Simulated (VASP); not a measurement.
# K (Im-3m) in VASP: a series of runs, part 2 of 2

VASP 6.6.1. The steps go on from the part before.

### 4 Single point, PBEsol

The input, INCAR:

```
PREC = Accurate ; ENCUT = 520
EDIFF = 1E-6 ; ISMEAR = -1
SIGMA = 0.05 ; LREAL = F
LASPH = T ; NELM = 100
ALGO = Fast ; ISIF = 2
LWAVE = F ; LCHARG = F
GGA = PS ; NBANDS = 10
```

The input, KPOINTS:

```
regular mesh
0
Gamma
  7 7 7
```

The input, POSCAR:

```
K
1.0
   -2.6611005540      2.6611005540      2.6611005540
    2.6611005540     -2.6611005540      2.6611005540
    2.6611005540      2.6611005540     -2.6611005540
K
1
Direct
    0.0000000000      0.0000000000      0.0000000000
```

Potentials or basis: VASP PAW PBE potentials, release 64 (K_sv).

Started as:

```sh
> cat potpaw_PBE.64/K_sv/POTCAR > POTCAR
> mpirun -np 1 vasp_std > vasp.out
```

OUTCAR:

```text
PREC = Accurate
   ENCUT = 520
   EDIFF = 1E-6
   ISMEAR = -1
   LREAL = F
   LASPH = T
   NELM = 100
   ISIF = 2
   GGA = PS

 ion  position               nearest neighbor table
   1  0.000  0.000  0.000-

  LATTYP: Found a body centered cubic cell.
 ALAT       =     5.3222011080

  Lattice vectors:

 A1 = (  -2.6611005540,   2.6611005540,   2.6611005540)
 A2 = (   2.6611005540,  -2.6611005540,   2.6611005540)
 A3 = (   2.6611005540,   2.6611005540,  -2.6611005540)

Analysis of symmetry for initial positions (statically):
=====================================================================
 Subroutine PRICEL returns:
 Original cell was already a primitive cell.

 Routine SETGRP: Setting up the symmetry group for a
 body centered cubic supercell.

 Subroutine GETGRP returns: Found 48 space group operations
 (whereof 48 operations were pure point group operations)
 out of a pool of 48 trial point group operations.

The static configuration has the point symmetry O_h .

Analysis of symmetry for dynamics (positions and initial velocities):
=====================================================================
 Subroutine PRICEL returns:
 Original cell was already a primitive cell.

 Routine SETGRP: Setting up the symmetry group for a
 body centered cubic supercell.

 Subroutine GETGRP returns: Found 48 space group operations
 (whereof 48 operations were pure point group operations)
 out of a pool of 48 trial point group operations.

The dynamic configuration has the point symmetry O_h .

 Subroutine INISYM returns: Found 48 space group operations
 (whereof 48 operations are pure point group operations),
 and found     1 'primitive' translations

----------------------------------------------------------------------------------------

                                     Primitive cell

  volume of cell :      75.3779

  direct lattice vectors                    reciprocal lattice vectors
    -2.661100554  2.661100554  2.661100554     0.000000000  0.187892186  0.187892186
     2.661100554 -2.661100554  2.661100554     0.187892186  0.000000000  0.187892186
     2.661100554  2.661100554 -2.661100554     0.187892186  0.187892186  0.000000000

  length of vectors
     4.609161364  4.609161364  4.609161364     0.265719678  0.265719678  0.265719678

  position of ions in fractional coordinates (direct lattice)
     0.000000000  0.000000000  0.000000000

  ion indices of the primitive-cell ions
   primitive index   ion index
                 1           1

----------------------------------------------------------------------------------------

 KPOINTS: regular mesh

Automatic generation of k-mesh.
 Grid dimensions read from file:
 generate k-points for:    7    7    7

 Generating k-lattice:

  Cartesian coordinates                     Fractional coordinates (reciprocal lattice)
     0.000000000  0.026841741  0.026841741     0.142857143  0.000000000  0.000000000
     0.026841741  0.000000000  0.026841741     0.000000000  0.142857143  0.000000000
     0.026841741  0.026841741  0.000000000     0.000000000  0.000000000  0.142857143

  Length of vectors
     0.037959954  0.037959954  0.037959954

  Shift w.r.t. Gamma in fractional coordinates (k-lattice)
     0.000000000  0.000000000  0.000000000

 Subroutine IBZKPT returns following result:
 ===========================================

 Found     20 irreducible k-points:

 Following reciprocal coordinates:
            Coordinates               Weight
  0.000000  0.000000  0.000000      1.000000
  0.142857  0.000000  0.000000     12.000000
  0.285714  0.000000  0.000000     12.000000
  0.428571  0.000000  0.000000     12.000000
  0.142857  0.142857  0.000000     24.000000
  0.285714  0.142857 -0.000000     48.000000
[... 12 lines left out ...]
 -0.428571 -0.428571  0.285714      8.000000
 -0.428571  0.428571  0.428571      6.000000
   k-points           NKPTS =     20   k-points in BZ     NKDIM =     20   number of bands    NBANDS=     10
   number of dos      NEDOS =    301   number of ions     NIONS =      1
   total plane-waves  NPLWV =  46656
   dimension x,y,z NGX =    36 NGY =   36 NGZ =   36
   dimension x,y,z NGXF=    72 NGYF=   72 NGZF=   72
   ions per type =               1
   NGX,Y,Z   is equivalent  to a cutoff of  12.98, 12.98, 12.98 a.u.
   NGXF,Y,Z  is equivalent  to a cutoff of  25.97, 25.97, 25.97 a.u.
 SYSTEM =  unknown system
   PREC   = accura    normal or accurate (medium, high low for compatibility)
   ISTART =      0    job   : 0-new  1-cont  2-samecut
   ICHARG =      2    charge: 1-file 2-atom 10-const
   ISPIN  =      1    spin polarized calculation?
   LNONCOLLINEAR =      F non collinear calculations
   LSORBIT =      F    spin-orbit coupling
   LASPH  =      T    aspherical Exc in radial PAW
   ENCUT  =  520.0 eV  38.22 Ry    6.18 a.u.   8.57  8.57  8.57*2*pi/ulx,y,z
   NELM   =    100;   NELMIN=  2; NELMDL= -5     # of ELM steps
   EDIFF  = 0.1E-05   stopping-criterion for ELM
   LREAL  =      F    real-space projection
[... 7 lines left out ...]
   TEBEG  =    0.0;   TEEND  =   0.0 temperature during run
   PSTRESS=    0.0 pullay stress
   NELECT =       9.0000    total number of electrons
   NUPDOWN=      -1.0000    fix difference up-down
   EMIN   =  10.00;   EMAX   =-10.00  energy-range for DOS
   EFERMI =   0.00;   METHOD = LEGACY
   ISMEAR =    -1;   SIGMA  =   0.05  broadening in eV -4-tet -1-fermi 0-gaus
   EFERMI_NEDOS =   21; number of points for ismear=-14 and -15
   IALGO  =     68    algorithm
   IMIX   =      4    mixing-type and parameters
     AMIX     =   0.40;   BMIX     =  1.00
     AMIX_MAG =   1.60;   BMIX_MAG =  1.00
  volume/ion in A,a.u.               =      75.38       508.67
  Fermi-wavevector in a.u.,A,eV,Ry     =   0.806135  1.523374  8.841793  0.649853
  Thomas-Fermi vector in A             =   1.914511
   LORBIT       =      0    0 simple, 1 ext, 2 COOP (PROOUT), +10 PAW based schemes
   GGA     = PS    functional components
   LHFCALC =     F    Hartree Fock is set to
   AEXX    =    0.0000 exact exchange contribution
   IVDW    =     0    specifies the selected vdW correction
   LEPSILON=     F    determine dielectric tensor
   LRPA    =     F    only Hartree local field effects (RPA)
 non-spin polarized calculation
 RMM-DIIS sequential band-by-band and
  energy-cutoff  :      520.00
  volume of cell :       75.38
 maximum number of plane-waves:      2040
 NGX is ok and might be reduce to    36
   NGX = 17   NGY = 17   NGZ = 17

 number of electron       9.0000001 magnetization

 Free energy of the ion-electron system (eV)
  ---------------------------------------------------
  ext. energy  EPLUGINS =         0.00000000
  ---------------------------------------------------
  free energy    TOTEN  =        -1.13544886 eV

  energy without entropy =       -1.12840817  energy(sigma->0) =       -1.13192851

 E-fermi :  -0.2279     XC(G=0):  -5.6357

 val. band max:       -0.2944956075   @ k =  -0.2857   0.4286   0.1429
 cond. band min:      -0.0960406985   @ k =  -0.4286   0.4286   0.1429
 fundamental gap:      0.1984549090
 Fermi energy:        -0.2278505016

 k-point     1 :       0.0000    0.0000    0.0000
  band No.  band energies     occupation
      1     -32.2287      2.00000
      2     -15.7400      2.00000
      3     -15.7400      2.00000
      4     -15.7400      2.00000
      5      -2.3415      2.00000
      6       4.0535      0.00000
      7       4.0535      0.00000
      8       4.0535      0.00000
      9       4.9577      0.00000
     10       4.9577      0.00000

 k-point     2 :       0.1429    0.0000    0.0000
  band No.  band energies     occupation
      1     -32.2280      2.00000
      2     -15.7520      2.00000
      3     -15.7440      2.00000
      4     -15.7400      2.00000
      5      -2.0943      2.00000
      6       3.5999      0.00000
      7       3.7608      0.00000
      8       4.2481      0.00000
      9       4.7142      0.00000
     10       4.9048      0.00000
[... 222 lines left out ...]
 k-point    20 :      -0.4286    0.4286    0.4286
  band No.  band energies     occupation
      1     -32.2223      2.00000
      2     -15.7851      2.00000
      3     -15.7831      2.00000
      4     -15.7831      2.00000
      5       1.1461      0.00000
      6       1.5672      0.00000
      7       3.1671      0.00000
      8       3.1671      0.00000
      9       3.1915      0.00000
     10       5.6898      0.00000

------------------------ aborting loop because EDIFF is reached ----------------------------------------

  FORCE on cell =-STRESS in cart. coord.  units (eV):
  Direction    XX          YY          ZZ          XY          YZ          ZX
  --------------------------------------------------------------------------------------
  -------------------------------------------------------------------------------------
  Total       -0.1011364     -0.1011364     -0.1011364      0.0000000      0.0000000      0.0000000
  in kB       -2.1496822     -2.1496822     -2.1496822      0.0000000      0.0000000      0.0000000
  external PRESSURE =      -2.1496822 kB  Pullay stress =       0.0000000 kB

 VOLUME and BASIS-vectors are now :
 -----------------------------------------------------------------------------
  energy-cutoff  :      520.00
  volume of cell :       75.38
      direct lattice vectors                 reciprocal lattice vectors
    -2.661100554  2.661100554  2.661100554     0.000000000  0.187892186  0.187892186
     2.661100554 -2.661100554  2.661100554     0.187892186  0.000000000  0.187892186
     2.661100554  2.661100554 -2.661100554     0.187892186  0.187892186  0.000000000

 POSITION                                       TOTAL-FORCE (eV/Angst)
 -----------------------------------------------------------------------------------
      0.00000      0.00000      0.00000         0.000000      0.000000      0.000000
 -----------------------------------------------------------------------------------
    total drift:                               -0.000000      0.000000      0.000000

  FREE ENERGIE OF THE ION-ELECTRON SYSTEM (eV)
  ---------------------------------------------------
  free  energy   TOTEN  =        -1.1354488570 eV

  energy  without entropy=       -1.1284081663  energy(sigma->0) =       -1.13192851
```

OSZICAR:

```text
N       E                     dE             d eps       ncg     rms          rms(c)
DAV:   1     0.438527822277E+02    0.43853E+02   -0.36313E+03   400   0.688E+02
DAV:   2     0.505832413074E+00   -0.43347E+02   -0.42723E+02   432   0.186E+02
DAV:   3    -0.106277757364E+01   -0.15686E+01   -0.15574E+01   620   0.279E+01
DAV:   4    -0.113643633094E+01   -0.73659E-01   -0.73571E-01   594   0.479E+00
DAV:   5    -0.113733322341E+01   -0.89689E-03   -0.89681E-03   600   0.410E-01    0.185E+00
RMM:   6    -0.113571712706E+01    0.16161E-02   -0.23176E-03   533   0.339E-01    0.122E+00
RMM:   7    -0.113536532829E+01    0.35180E-03   -0.54980E-03   576   0.466E-01    0.806E-02
RMM:   8    -0.113541388501E+01   -0.48557E-04   -0.82691E-04   614   0.263E-01    0.305E-02
RMM:   9    -0.113544575688E+01   -0.31872E-04   -0.10804E-04   632   0.771E-02    0.150E-02
RMM:  10    -0.113544718554E+01   -0.14287E-05   -0.42912E-05   656   0.407E-02    0.573E-03
RMM:  11    -0.113544821435E+01   -0.10288E-05   -0.75651E-06   614   0.155E-02    0.439E-03
RMM:  12    -0.113544885700E+01   -0.64265E-06   -0.26857E-06   526   0.896E-03
   1 F= -.11354489E+01 E0= -.11319285E+01  d E =-.704069E-02
```

It took 6.6 s on 1 thread of Intel Xeon 6975P-C (Granite Rapids), shared host; peak memory 0.19 GiB.

What came out:

* Free energy: -1.1354 eV
* Pressure: -0.2 GPa

Caveat: the PAW data sets were made with another functional, which shifts forces and pressure a little.

### 5 Single point, PBEsol

This run uses another cell than the first one, of 78.52 Å³/atom, 1.042 times its volume.

The input, INCAR:

```
SYSTEM = K
PREC = Accurate
ENCUT = 520
EDIFF = 1E-6
ISMEAR = -1
SIGMA = 0.05
LREAL = .False.
LASPH = .True.
NELM = 100
ALGO = Normal
ISIF = 2
LWAVE = .False.
LCHARG = .True.
GGA = PS
LELF = .True.
LVHAR = .True.
NBANDS = 10
```

The input, KPOINTS:

```
Automatic mesh
0
Gamma
  7 7 7
  0 0 0
```

The input, POSCAR:

```
K
1.0
   -2.6975585167      2.6975585167      2.6975585167
    2.6975585167     -2.6975585167      2.6975585167
    2.6975585167      2.6975585167     -2.6975585167
K
1
Direct
    0.0000000000      0.0000000000      0.0000000000
```

Started as:

```sh
> cat potpaw_PBE.64/K_sv/POTCAR > POTCAR
> mpirun -np 1 vasp_std > vasp.out
```

Run time: 5.9 s. Hardware: 1 thread of Intel Xeon 6975P-C (Granite Rapids), shared host; peak memory 0.19 GiB.

It converged, with:

| Quantity | Value |
| --- | --- |
| Free energy | -1.1303 eV |
| Pressure | -0.3 GPa |

Levels at points of the mesh, in eV from the Fermi level:
| k point | band 3 | band 4 | band 5 | band 6 | band 7 | band 8 |
| --- | --- | --- | --- | --- | --- | --- |
| (0.00, 0.00, 0.00) | -15.54 | -15.54 | -2.06 | 4.24 | 4.24 | 4.24 |

Caveat: the PAW data sets were made with another functional, which shifts forces and pressure a little.

### 6 Summary

```tsv
cell	gap on the mesh (eV)	pressure (GPa)
a = 4.609 Å, angles 109.5°, 1 atom	none	-0.2
a = 4.641 Å, angles 109.5°, 1 atom	none	-0.3
a = 4.672 Å, angles 109.5°, 1 atom	none	-0.3
```

Alike in all rows: task single point; level PBEsol; potentials or basis VASP PAW PBE potentials, release 64 (K_sv); no spin polarisation; k mesh 7 × 7 × 7; cutoff (eV) 520; smearing fermi-dirac 0.05 eV.

Caveats: the PAW data sets were made with another functional, which shifts forces and pressure a little.

Absolute energies hang on the potentials; compare differences alone.
